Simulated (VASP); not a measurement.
# SnO2 (R3m) in VASP: a series of runs

The runs below take SnO2 through single point, with PBEsol.

All numbers are computed with VASP 6.6.1; they aren't measurements. Logs are shortened: lines on timing, memory, paths and dates and some standing lists are left out, and cuts for length are marked.

**1. The cell of the first run**

The typed cell holds 12 atoms: a = 5.937 Å, b = 5.937 Å, c = 5.937 Å, α = 64.96°, β = 64.96°, γ = 64.96°.

**2. Single point, PBEsol (volume 13.664 Å^3 an atom, c/a of the conventional cell 2.1915)**

Contents of INCAR:

```
ALGO = Normal
EDIFF = 1E-6
ENCUT = 520
GGA = PS
ISIF = 2
ISMEAR = 0
LASPH = T
LCHARG = F
LREAL = F
LWAVE = F
NBANDS = 64
NELM = 100
PREC = Accurate
SIGMA = 0.05
```

Contents of KPOINTS:

```
k-points
0
Gamma
  6 6 6
```

Contents of POSCAR:

```
SnO2
1.0
    3.1879102552      1.8405408440      4.6575368829
   -3.1879102552      1.8405408440      4.6575368829
    0.0000000000     -3.6810816880      4.6575368829
Sn O
4 8
Direct
    0.8646807174      0.8646807174      0.8646807174
    0.3648245829      0.3648245829      0.8648190111
    0.3648245829      0.8648190111      0.3648245829
    0.8648190111      0.3648245829      0.3648245829
    0.1235003534      0.6233501671      0.6233501671
    0.6233501671      0.1235003534      0.6233501671
    0.6233501671      0.6233501671      0.1235003534
    0.6062113146      0.6062113146      0.6062113146
    0.1234715296      0.1234715296      0.1234715296
    0.1060883083      0.1060883083      0.6062369573
    0.1060883083      0.6062369573      0.1060883083
    0.6062369573      0.1060883083      0.1060883083
```

Potentials or basis: VASP PAW PBE potentials, release 64 (Sn_d, O).

On the command line:

```
cat potpaw_PBE.64/Sn_d/POTCAR potpaw_PBE.64/O/POTCAR > POTCAR
mpirun -np 1 vasp_std > vasp.out
```

OUTCAR:

```text
EDIFF = 1E-6
   ENCUT = 520
   GGA = PS
   ISIF = 2
   ISMEAR = 0
   LASPH = T
   LREAL = F
   NELM = 100
   PREC = Accurate

 ion  position               nearest neighbor table
   1  0.865  0.865  0.865-   5 2.12   6 2.12   7 2.12  11 2.12  12 2.12  10 2.12   2 3.19   2 3.19
                             3 3.19   4 3.19   3 3.19   4 3.19
   2  0.365  0.365  0.865-  11 2.12  12 2.12   9 2.12   8 2.12   5 2.12   6 2.12   3 3.19   4 3.19
                             1 3.19   1 3.19   4 3.19   3 3.19
   3  0.365  0.865  0.365-  10 2.12  12 2.12   9 2.12   8 2.12   7 2.12   5 2.12   4 3.19   2 3.19
                             1 3.19   1 3.19   4 3.19   2 3.19
   4  0.865  0.365  0.365-  10 2.12  11 2.12   9 2.12   8 2.12   7 2.12   6 2.12   3 3.19   2 3.19
                             1 3.19   1 3.19   3 3.19   2 3.19
   5  0.124  0.623  0.623-   1 2.12   2 2.12   3 2.12
   6  0.623  0.124  0.623-   1 2.12   2 2.12   4 2.12
   7  0.623  0.623  0.124-   1 2.12   3 2.12   4 2.12
   8  0.606  0.606  0.606-   3 2.12   4 2.12   2 2.12
   9  0.123  0.123  0.123-   3 2.12   4 2.12   2 2.12
  10  0.106  0.106  0.606-   3 2.12   4 2.12   1 2.12
  11  0.106  0.606  0.106-   2 2.12   4 2.12   1 2.12
  12  0.606  0.106  0.106-   2 2.12   3 2.12   1 2.12

  LATTYP: Found a trigonal (rhomboedric) cell.
 ALAT       =     5.9365825362
 COS(alpha) =     0.4232745070

  Lattice vectors:

 A1 = (   3.1879102552,   1.8405408440,   4.6575368829)
 A2 = (  -3.1879102552,   1.8405408440,   4.6575368829)
 A3 = (   0.0000000000,  -3.6810816880,   4.6575368829)

Analysis of symmetry for initial positions (statically):
=====================================================================
 Subroutine PRICEL returns:
 Original cell was already a primitive cell.

 Routine SETGRP: Setting up the symmetry group for a
 trigonal (rhombohedral) supercell.

 Subroutine GETGRP returns: Found  6 space group operations
 (whereof  6 operations were pure point group operations)
 out of a pool of 12 trial point group operations.

The static configuration has the point symmetry C_3v.

Analysis of symmetry for dynamics (positions and initial velocities):
=====================================================================
 Subroutine PRICEL returns:
 Original cell was already a primitive cell.

 Routine SETGRP: Setting up the symmetry group for a
 trigonal (rhombohedral) supercell.

 Subroutine GETGRP returns: Found  6 space group operations
 (whereof  6 operations were pure point group operations)
 out of a pool of 12 trial point group operations.

The dynamic configuration has the point symmetry C_3v.

 Subroutine INISYM returns: Found  6 space group operations
 (whereof  6 operations are pure point group operations),
 and found     1 'primitive' translations

----------------------------------------------------------------------------------------

                                     Primitive cell

  volume of cell :     163.9680

  direct lattice vectors                    reciprocal lattice vectors
     3.187910255  1.840540844  4.657536883     0.156842558  0.090553093  0.071568587
    -3.187910255  1.840540844  4.657536883    -0.156842558  0.090553093  0.071568587
     0.000000000 -3.681081688  4.657536883     0.000000000 -0.181106186  0.071568587

  length of vectors
     5.936582536  5.936582536  5.936582536     0.194734469  0.194734469  0.194734469

  position of ions in fractional coordinates (direct lattice)
     0.864680717  0.864680717  0.864680717
     0.364824583  0.364824583  0.864819011
     0.364824583  0.864819011  0.364824583
     0.864819011  0.364824583  0.364824583
     0.123500353  0.623350167  0.623350167
     0.623350167  0.123500353  0.623350167
     0.623350167  0.623350167  0.123500353
     0.606211315  0.606211315  0.606211315
     0.123471530  0.123471530  0.123471530
     0.106088308  0.106088308  0.606236957
     0.106088308  0.606236957  0.106088308
     0.606236957  0.106088308  0.106088308

  ion indices of the primitive-cell ions
   primitive index   ion index
                 1           1
                 2           2
                 3           3
                 4           4
                 5           5
                 6           6
                 7           7
                 8           8
                 9           9
                10          10
                11          11
                12          12

----------------------------------------------------------------------------------------

 KPOINTS: k-points

Automatic generation of k-mesh.
 Grid dimensions read from file:
 generate k-points for:    6    6    6

 Generating k-lattice:

  Cartesian coordinates                     Fractional coordinates (reciprocal lattice)
     0.026140426  0.015092182  0.011928098     0.166666667 -0.000000000  0.000000000
    -0.026140426  0.015092182  0.011928098    -0.000000000  0.166666667  0.000000000
     0.000000000 -0.030184364  0.011928098     0.000000000  0.000000000  0.166666667

  Length of vectors
     0.032455745  0.032455745  0.032455745

  Shift w.r.t. Gamma in fractional coordinates (k-lattice)
     0.000000000  0.000000000  0.000000000

 Subroutine IBZKPT returns following result:
 ===========================================

 Found     32 irreducible k-points:

 Following reciprocal coordinates:
            Coordinates               Weight
  0.000000  0.000000  0.000000      1.000000
  0.166667 -0.000000  0.000000      6.000000
  0.333333 -0.000000 -0.000000      6.000000
  0.500000 -0.000000  0.000000      3.000000
  0.166667  0.166667  0.000000      6.000000
  0.333333  0.166667  0.000000     12.000000
[... 16 lines left out ...]
  0.500000  0.500000  0.166667      6.000000
 -0.333333  0.500000  0.166667     12.000000
 [... further k-points ...]
   k-points           NKPTS =     32   k-points in BZ     NKDIM =     32   number of bands    NBANDS=     64
   number of dos      NEDOS =    301   number of ions     NIONS =     12
   total plane-waves  NPLWV = 110592
   dimension x,y,z NGX =    48 NGY =   48 NGZ =   48
   dimension x,y,z NGXF=    96 NGYF=   96 NGZF=   96
   ions per type =               4   8
   NGX,Y,Z   is equivalent  to a cutoff of  13.44, 13.44, 13.44 a.u.
   NGXF,Y,Z  is equivalent  to a cutoff of  26.88, 26.88, 26.88 a.u.
 SYSTEM =  unknown system
   PREC   = accura    normal or accurate (medium, high low for compatibility)
   ISTART =      0    job   : 0-new  1-cont  2-samecut
   ICHARG =      2    charge: 1-file 2-atom 10-const
   ISPIN  =      1    spin polarized calculation?
   LNONCOLLINEAR =      F non collinear calculations
   LSORBIT =      F    spin-orbit coupling
   LASPH  =      T    aspherical Exc in radial PAW
   ENCUT  =  520.0 eV  38.22 Ry    6.18 a.u.  11.04 11.04 11.04*2*pi/ulx,y,z
   NELM   =    100;   NELMIN=  2; NELMDL= -5     # of ELM steps
   EDIFF  = 0.1E-05   stopping-criterion for ELM
   LREAL  =      F    real-space projection
   EDIFFG = 0.1E-04   stopping-criterion for IOM
   NSW    =      0    number of steps for IOM
   IBRION =     -1    ionic relax: 0-MD 1-quasi-New 2-CG
   NFREE  =      0    steps in history (QN), initial steepest desc. (CG)
   ISIF   =      2    stress and relaxation
   ISYM   =      2    0-nonsym 1-usesym 2-fastsym
   POTIM  = 0.5000    time-step for ionic-motion
   TEBEG  =    0.0;   TEEND  =   0.0 temperature during run
   PSTRESS=    0.0 pullay stress
   NELECT =     104.0000    total number of electrons
   NUPDOWN=      -1.0000    fix difference up-down
   EMIN   =  10.00;   EMAX   =-10.00  energy-range for DOS
   EFERMI =   0.00;   METHOD = LEGACY
   ISMEAR =     0;   SIGMA  =   0.05  broadening in eV -4-tet -1-fermi 0-gaus
   EFERMI_NEDOS =   21; number of points for ismear=-14 and -15
   IALGO  =     38    algorithm
   IMIX   =      4    mixing-type and parameters
     AMIX     =   0.40;   BMIX     =  1.00
     AMIX_MAG =   1.60;   BMIX_MAG =  1.00
  volume/ion in A,a.u.               =      13.66        92.21
  Fermi-wavevector in a.u.,A,eV,Ry     =   1.406586  2.658062 26.918906  1.978484
  Thomas-Fermi vector in A             =   2.528931
   LORBIT       =      0    0 simple, 1 ext, 2 COOP (PROOUT), +10 PAW based schemes
   GGA     = PS    functional components
   LHFCALC =     F    Hartree Fock is set to
   AEXX    =    0.0000 exact exchange contribution
   IVDW    =     0    specifies the selected vdW correction
   LEPSILON=     F    determine dielectric tensor
   LRPA    =     F    only Hartree local field effects (RPA)
 non-spin polarized calculation
 Gauss-broadening in eV      SIGMA  =   0.05
  energy-cutoff  :      520.00
  volume of cell :      163.97
 maximum number of plane-waves:      4440
 NGX is ok and might be reduce to    48
   NGX = 23   NGY = 23   NGZ = 23

 number of electron     104.0000021 magnetization

 Free energy of the ion-electron system (eV)
  ---------------------------------------------------
  ext. energy  EPLUGINS =         0.00000000
  ---------------------------------------------------
  free energy    TOTEN  =       -77.19242972 eV

  energy without entropy =      -77.19242972  energy(sigma->0) =      -77.19242972

 E-fermi :   4.0634     XC(G=0): -10.6091

 val. band max:        3.8347224840   @ k =   0.0000   0.0000   0.0000
 cond. band min:       5.7781228476   @ k =   0.0000   0.0000   0.0000
 fundamental gap:      1.9434003636
 Fermi energy:         4.0633889491

 k-point     1 :       0.0000    0.0000    0.0000
  band No.  band energies     occupation
      1     -16.7154      2.00000
      2     -16.7154      2.00000
      3     -16.7154      2.00000
      4     -16.0820      2.00000
      5     -15.8784      2.00000
      6     -15.8784      2.00000
[... 56 lines left out ...]
     63      14.6580      0.00000
     64      15.1580      0.00000

 k-point     2 :       0.1667   -0.0000    0.0000
  band No.  band energies     occupation
      1     -16.6749      2.00000
      2     -16.6748      2.00000
      3     -16.6692      2.00000
      4     -16.0534      2.00000
      5     -15.9335      2.00000
      6     -15.8612      2.00000
[... 1530 lines left out ...]
     63      13.4333      0.00000
     64      13.8013      0.00000

 [... further k-points ...]
[... 5 lines left out ...]
  --------------------------------------------------------------------------------------
  -------------------------------------------------------------------------------------
  Total       -0.4857766     -0.4857766     -4.5210875      0.0000000     -0.0000000     -0.0000000
  in kB       -4.7466597     -4.7466597    -44.1768144      0.0000000     -0.0000000     -0.0000000
  external PRESSURE =     -17.8900446 kB  Pullay stress =       0.0000000 kB

 VOLUME and BASIS-vectors are now :
 -----------------------------------------------------------------------------
  energy-cutoff  :      520.00
  volume of cell :      163.97
      direct lattice vectors                 reciprocal lattice vectors
     3.187910255  1.840540844  4.657536883     0.156842558  0.090553093  0.071568587
    -3.187910255  1.840540844  4.657536883    -0.156842558  0.090553093  0.071568587
     0.000000000 -3.681081688  4.657536883     0.000000000 -0.181106186  0.071568587

 POSITION                                       TOTAL-FORCE (eV/Angst)
 -----------------------------------------------------------------------------------
      0.00000      0.00000     12.08185         0.000000      0.000000      0.002655
      0.00000     -1.84052      7.42629         0.000000      0.000149     -0.000944
     -1.59394      0.92026      7.42629         0.000129     -0.000074     -0.000944
      1.59394      0.92026      7.42629        -0.000129     -0.000074     -0.000944
     -1.59348     -0.91999      6.38176        -0.000690     -0.000399      0.493597
      1.59348     -0.91999      6.38176         0.000690     -0.000399      0.493597
      0.00000      1.83999      6.38176         0.000000      0.000797      0.493597
      0.00000      0.00000      8.47035         0.000000      0.000000     -0.495372
      0.00000      0.00000      1.72522         0.000000      0.000000      0.490804
      0.00000     -1.84109      3.81179         0.000000      0.000747     -0.492016
     -1.59443      0.92054      3.81179         0.000647     -0.000373     -0.492016
      1.59443      0.92054      3.81179        -0.000647     -0.000373     -0.492016
 -----------------------------------------------------------------------------------
    total drift:                               -0.000000     -0.000000      0.000020

  FREE ENERGIE OF THE ION-ELECTRON SYSTEM (eV)
  ---------------------------------------------------
  free  energy   TOTEN  =       -77.1924297212 eV

  energy  without entropy=      -77.1924297212  energy(sigma->0) =      -77.19242972
```

Run time: 5.5 min. Hardware: 1 thread of Intel Xeon Platinum 8259CL at 2.50GHz (Skylake/Cascade Lake), shared host; peak memory 0.45 GiB.

What came out:

```yaml
Free_energy: -77.1924 eV
Pressure: -1.8 GPa
Largest_force: 0.495 eV/Å
Band_gap_on_the_k_mesh: 1.94 eV
```

Forces in eV/Å, atoms in the order of the input:
```
Sn   0.000  0.000  0.003
Sn   0.000  0.000 -0.001
Sn   0.000  0.000 -0.001
Sn   0.000  0.000 -0.001
O   -0.001  0.000  0.494
O    0.001  0.000  0.494
O    0.000  0.001  0.494
O    0.000  0.000 -0.495
O    0.000  0.000  0.491
O    0.000  0.001 -0.492
O    0.001  0.000 -0.492
O   -0.001  0.000 -0.492
```

Caveat: the PAW data sets were made with another functional, which shifts forces and pressure a little; spin-orbit coupling is left out, which moves the levels of the heavy elements. A k mesh can miss the band edges.

[end of part 1 of 2]
